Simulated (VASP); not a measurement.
# Hg (Fm-3m) in VASP: a series of runs

Runs on Hg. Level: PBE. Tasks: single point.

Everything below comes from runs of VASP 6.6.1. Logs are shortened: lines on timing, memory, paths and dates and some standing lists are left out, and cuts for length are marked.

### 1 The cell of the first run

Symmetry: Fm-3m, No. 225, cubic system. Conventional cell: a = 5.040 Å, b = 5.040 Å, c = 5.040 Å, α = 90.00°, β = 90.00°, γ = 90.00°. Within 4.7 Å of Hg (site symmetry m-3m) lie 12 Hg at 3.56 Å.

### 2 Single point, PBE

Input file INCAR:

```
PREC = Accurate ; ENCUT = 520
EDIFF = 1E-7 ; ISMEAR = -1
SIGMA = 0.1 ; LREAL = F
LASPH = T ; NELM = 100
ALGO = Normal ; ISIF = 2
LWAVE = F ; LCHARG = F
GGA = PE ; NBANDS = 12
```

Input file KPOINTS:

```
regular mesh
0
Gamma
  18 18 18
```

Input file POSCAR:

```
Hg
1.0
    0.0000000000      2.5200299249      2.5200299249
    2.5200299249      0.0000000000      2.5200299249
    2.5200299249      2.5200299249      0.0000000000
Hg
1
Direct
    0.0000000000      0.0000000000      0.0000000000
```

Potentials or basis: VASP PAW PBE potentials, release 64 (Hg).

Command:

```sh
$ cat potpaw_PBE.64/Hg/POTCAR > POTCAR
$ mpirun -np 1 vasp_std > vasp.out
```

OUTCAR:

```text
PREC = Accurate
   ENCUT = 520
   EDIFF = 1E-7
   ISMEAR = -1
   LREAL = F
   LASPH = T
   NELM = 100
   ISIF = 2
   GGA = PE

 ion  position               nearest neighbor table
   1  0.000  0.000  0.000-

  LATTYP: Found a face centered cubic cell.
 ALAT       =     5.0400598498

  Lattice vectors:

 A1 = (   0.0000000000,   2.5200299249,   2.5200299249)
 A2 = (   2.5200299249,   0.0000000000,   2.5200299249)
 A3 = (   2.5200299249,   2.5200299249,   0.0000000000)

Analysis of symmetry for initial positions (statically):
=====================================================================
 Subroutine PRICEL returns:
 Original cell was already a primitive cell.

 Routine SETGRP: Setting up the symmetry group for a
 face centered cubic supercell.

 Subroutine GETGRP returns: Found 48 space group operations
 (whereof 48 operations were pure point group operations)
 out of a pool of 48 trial point group operations.

The static configuration has the point symmetry O_h .

Analysis of symmetry for dynamics (positions and initial velocities):
=====================================================================
 Subroutine PRICEL returns:
 Original cell was already a primitive cell.

 Routine SETGRP: Setting up the symmetry group for a
 face centered cubic supercell.

 Subroutine GETGRP returns: Found 48 space group operations
 (whereof 48 operations were pure point group operations)
 out of a pool of 48 trial point group operations.

The dynamic configuration has the point symmetry O_h .

 Subroutine INISYM returns: Found 48 space group operations
 (whereof 48 operations are pure point group operations),
 and found     1 'primitive' translations

----------------------------------------------------------------------------------------

                                     Primitive cell

  volume of cell :      32.0072

  direct lattice vectors                    reciprocal lattice vectors
     0.000000000  2.520029925  2.520029925    -0.198410342  0.198410342  0.198410342
     2.520029925  0.000000000  2.520029925     0.198410342 -0.198410342  0.198410342
     2.520029925  2.520029925  0.000000000     0.198410342  0.198410342 -0.198410342

  length of vectors
     3.563860497  3.563860497  3.563860497     0.343656794  0.343656794  0.343656794

  position of ions in fractional coordinates (direct lattice)
     0.000000000  0.000000000  0.000000000

  ion indices of the primitive-cell ions
   primitive index   ion index
                 1           1

----------------------------------------------------------------------------------------

 KPOINTS: regular mesh

Automatic generation of k-mesh.
 Grid dimensions read from file:
 generate k-points for:   18   18   18

 Generating k-lattice:

  Cartesian coordinates                     Fractional coordinates (reciprocal lattice)
    -0.011022797  0.011022797  0.011022797     0.055555556  0.000000000  0.000000000
     0.011022797 -0.011022797  0.011022797     0.000000000  0.055555556  0.000000000
     0.011022797  0.011022797 -0.011022797     0.000000000  0.000000000  0.055555556

  Length of vectors
     0.019092044  0.019092044  0.019092044

  Shift w.r.t. Gamma in fractional coordinates (k-lattice)
     0.000000000  0.000000000  0.000000000

 Subroutine IBZKPT returns following result:
 ===========================================

 Found    195 irreducible k-points:

 Following reciprocal coordinates:
            Coordinates               Weight
  0.000000  0.000000  0.000000      1.000000
  0.055556  0.000000  0.000000      8.000000
  0.111111  0.000000  0.000000      8.000000
  0.166667  0.000000  0.000000      8.000000
  0.222222  0.000000  0.000000      8.000000
  0.277778  0.000000  0.000000      8.000000
[... 16 lines left out ...]
 -0.277778  0.055556  0.000000     24.000000
 -0.222222  0.055556  0.000000     24.000000
 [... further k-points ...]
   k-points           NKPTS =    195   k-points in BZ     NKDIM =    195   number of bands    NBANDS=     12
   number of dos      NEDOS =    301   number of ions     NIONS =      1
   total plane-waves  NPLWV =  21952
   dimension x,y,z NGX =    28 NGY =   28 NGZ =   28
   dimension x,y,z NGXF=    56 NGYF=   56 NGZF=   56
   ions per type =               1
   NGX,Y,Z   is equivalent  to a cutoff of  13.06, 13.06, 13.06 a.u.
   NGXF,Y,Z  is equivalent  to a cutoff of  26.12, 26.12, 26.12 a.u.
 SYSTEM =  unknown system
   PREC   = accura    normal or accurate (medium, high low for compatibility)
   ISTART =      0    job   : 0-new  1-cont  2-samecut
   ICHARG =      2    charge: 1-file 2-atom 10-const
   ISPIN  =      1    spin polarized calculation?
   LNONCOLLINEAR =      F non collinear calculations
   LSORBIT =      F    spin-orbit coupling
   LASPH  =      T    aspherical Exc in radial PAW
   ENCUT  =  520.0 eV  38.22 Ry    6.18 a.u.   6.63  6.63  6.63*2*pi/ulx,y,z
   NELM   =    100;   NELMIN=  2; NELMDL= -5     # of ELM steps
   EDIFF  = 0.1E-06   stopping-criterion for ELM
   LREAL  =      F    real-space projection
   EDIFFG = 0.1E-05   stopping-criterion for IOM
   NSW    =      0    number of steps for IOM
   IBRION =     -1    ionic relax: 0-MD 1-quasi-New 2-CG
   NFREE  =      0    steps in history (QN), initial steepest desc. (CG)
   ISIF   =      2    stress and relaxation
   ISYM   =      2    0-nonsym 1-usesym 2-fastsym
   POTIM  = 0.5000    time-step for ionic-motion
   TEBEG  =    0.0;   TEEND  =   0.0 temperature during run
   PSTRESS=    0.0 pullay stress
   NELECT =      12.0000    total number of electrons
   NUPDOWN=      -1.0000    fix difference up-down
   EMIN   =  10.00;   EMAX   =-10.00  energy-range for DOS
   EFERMI =   0.00;   METHOD = LEGACY
   ISMEAR =    -1;   SIGMA  =   0.10  broadening in eV -4-tet -1-fermi 0-gaus
   EFERMI_NEDOS =   21; number of points for ismear=-14 and -15
   IALGO  =     38    algorithm
   IMIX   =      4    mixing-type and parameters
     AMIX     =   0.40;   BMIX     =  1.00
     AMIX_MAG =   1.60;   BMIX_MAG =  1.00
  volume/ion in A,a.u.               =      32.01       215.99
  Fermi-wavevector in a.u.,A,eV,Ry     =   1.180464  2.230754 18.959666  1.393496
  Thomas-Fermi vector in A             =   2.316756
   LORBIT       =      0    0 simple, 1 ext, 2 COOP (PROOUT), +10 PAW based schemes
   GGA     = PE    functional components
   LHFCALC =     F    Hartree Fock is set to
   AEXX    =    0.0000 exact exchange contribution
   IVDW    =     0    specifies the selected vdW correction
   LEPSILON=     F    determine dielectric tensor
   LRPA    =     F    only Hartree local field effects (RPA)
 non-spin polarized calculation
  energy-cutoff  :      520.00
  volume of cell :       32.01
 maximum number of plane-waves:       889
   NGX = 13   NGY = 13   NGZ = 13

 number of electron      12.0000001 magnetization

 Free energy of the ion-electron system (eV)
  ---------------------------------------------------
  ext. energy  EPLUGINS =         0.00000000
  ---------------------------------------------------
  free energy    TOTEN  =        -0.17590049 eV

  energy without entropy =       -0.17284780  energy(sigma->0) =       -0.17437414

 E-fermi :   0.3526     XC(G=0):  -9.2238

 val. band max:        0.2958892014   @ k =   0.5000   0.0000   0.0000
 cond. band min:       0.4711683488   @ k =   0.5000   0.0556   0.0000
 fundamental gap:      0.1752791474
 Fermi energy:         0.3525940572

 k-point     1 :       0.0000    0.0000    0.0000
  band No.  band energies     occupation
      1      -6.1703      2.00000
      2      -5.5080      2.00000
      3      -5.5080      2.00000
      4      -5.5080      2.00000
      5      -5.1781      2.00000
      6      -5.1781      2.00000
      7      12.7576      0.00000
      8      12.7576      0.00000
      9      12.7576      0.00000
     10      13.5616      0.00000
     11      16.3856      0.00000
     12      17.3361      0.00000

 k-point     2 :       0.0556    0.0000    0.0000
  band No.  band energies     occupation
      1      -6.1100      2.00000
      2      -5.5112      2.00000
      3      -5.4982      2.00000
      4      -5.4982      2.00000
      5      -5.1803      2.00000
      6      -5.1803      2.00000
      7      11.9582      0.00000
      8      12.6899      0.00000
      9      12.6899      0.00000
     10      13.5141      0.00000
     11      16.6468      0.00000
     12      17.4598      0.00000

 k-point     3 :       0.1111    0.0000    0.0000
  band No.  band energies     occupation
      1      -5.9457      2.00000
      2      -5.5025      2.00000
      3      -5.4727      2.00000
      4      -5.4727      2.00000
      5      -5.1833      2.00000
      6      -5.1833      2.00000
      7      10.3576      0.00000
      8      12.5028      0.00000
      9      12.5028      0.00000
     10      13.4790      0.00000
     11      16.8037      0.00000
     12      17.7975      0.00000
[... 286 lines left out ...]
 k-point    23 :      -0.2778    0.0556    0.0000
  band No.  band energies     occupation
      1      -5.8053      2.00000
      2      -5.4508      2.00000
      3      -5.4355      2.00000
      4      -5.1031      2.00000
      5      -5.0586      2.00000
      6      -4.0877      2.00000
      7       4.7381      0.00000
      8      10.3760      0.00000
      9      11.9664      0.00000
     10      13.4434      0.00000
     11      15.2863      0.00000
     12      16.1659      0.00000

 k-point    24 :      -0.2222    0.0556    0.0000
  band No.  band energies     occupation
      1      -5.7555      2.00000
      2      -5.4402      2.00000
      3      -5.4204      2.00000
      4      -5.1709      2.00000
      5      -5.1422      2.00000
      6      -4.6984      2.00000
      7       6.3559      0.00000
      8      10.6178      0.00000
      9      12.3983      0.00000
     10      13.6840      0.00000
     11      15.5021      0.00000
     12      16.4611      0.00000

 [... further k-points ...]

------------------------ aborting loop because EDIFF is reached ----------------------------------------

  FORCE on cell =-STRESS in cart. coord.  units (eV):
  Direction    XX          YY          ZZ          XY          YZ          ZX
  --------------------------------------------------------------------------------------
  -------------------------------------------------------------------------------------
  Total        0.0015351      0.0015351      0.0015351      0.0000000      0.0000000      0.0000000
  in kB        0.0768418      0.0768418      0.0768418      0.0000000      0.0000000      0.0000000
  external PRESSURE =       0.0768418 kB  Pullay stress =       0.0000000 kB

 VOLUME and BASIS-vectors are now :
 -----------------------------------------------------------------------------
  energy-cutoff  :      520.00
  volume of cell :       32.01
      direct lattice vectors                 reciprocal lattice vectors
     0.000000000  2.520029925  2.520029925    -0.198410342  0.198410342  0.198410342
     2.520029925  0.000000000  2.520029925     0.198410342 -0.198410342  0.198410342
     2.520029925  2.520029925  0.000000000     0.198410342  0.198410342 -0.198410342

 POSITION                                       TOTAL-FORCE (eV/Angst)
 -----------------------------------------------------------------------------------
      0.00000      0.00000      0.00000        -0.000000     -0.000000     -0.000000
 -----------------------------------------------------------------------------------
    total drift:                               -0.000000     -0.000000     -0.000000

  FREE ENERGIE OF THE ION-ELECTRON SYSTEM (eV)
  ---------------------------------------------------
  free  energy   TOTEN  =        -0.1759004851 eV

  energy  without entropy=       -0.1728478018  energy(sigma->0) =       -0.17437414
```

It took 94 s on 1 thread of Intel Xeon 8259CL, shared host; peak memory 0.21 GiB.

What came out:

| Item | Value |
| --- | --- |
| Free energy | -0.1759 eV |
| Pressure | 0.0 GPa |

Caveat: spin-orbit coupling is left out, which moves the levels of the heavy elements.

### 3 Single point, PBE, non-collinear spin, zero start, spin-orbit coupling

Input file INCAR:

```
SYSTEM = Hg
PREC     = Accurate       ! precision mode
ENCUT    = 520            ! plane-wave cutoff, eV
EDIFF    = 1E-7           ! SCF threshold, eV
ISMEAR   = -1             ! smearing method
SIGMA    = 0.1            ! smearing width, eV
LREAL    = .False.        ! projectors in reciprocal space
LASPH    = .True.         ! aspherical terms in the spheres
NELM     = 150            ! most SCF steps
ALGO     = Normal         ! electronic algorithm
ISIF     = 2              ! what is computed and relaxed
LWAVE    = .False.        ! write WAVECAR
LCHARG   = .False.        ! write CHGCAR
LNONCOLLINEAR= .True.         ! non-collinear magnetism
MAGMOM   = 0 0 0          ! initial moments
LORBIT   = 11             ! projections on sites
LSORBIT  = .True.         ! spin-orbit coupling
GGA_COMPAT= .False.      
LORBMOM  = .True.       
GGA      = PE             ! functional
NBANDS   = 23             ! bands
```

Input file KPOINTS:

```
regular mesh
0
Gamma
  11 11 11
  0 0 0
```

POSCAR is that of step 2.

Potentials or basis: VASP PAW PBE potentials, release 64 (Hg).

Command:

```sh
$ cat potpaw_PBE.64/Hg/POTCAR > POTCAR
$ mpirun -np 1 vasp_ncl > vasp.out
```

It took 2.5 min on 1 thread of Intel Xeon 8259CL, shared host; peak memory 0.27 GiB.

It converged, with:

| Item | Value |
| --- | --- |
| Free energy | -0.3943 eV |
| Pressure | -0.4 GPa |
| Net moment | 0.00 μB per cell |
| Valence electrons inside the program's atomic spheres | Hg 10.42 |

Moments on the atoms (μB; x, y, z):
```
Hg  0.00 0.00 0.00
```
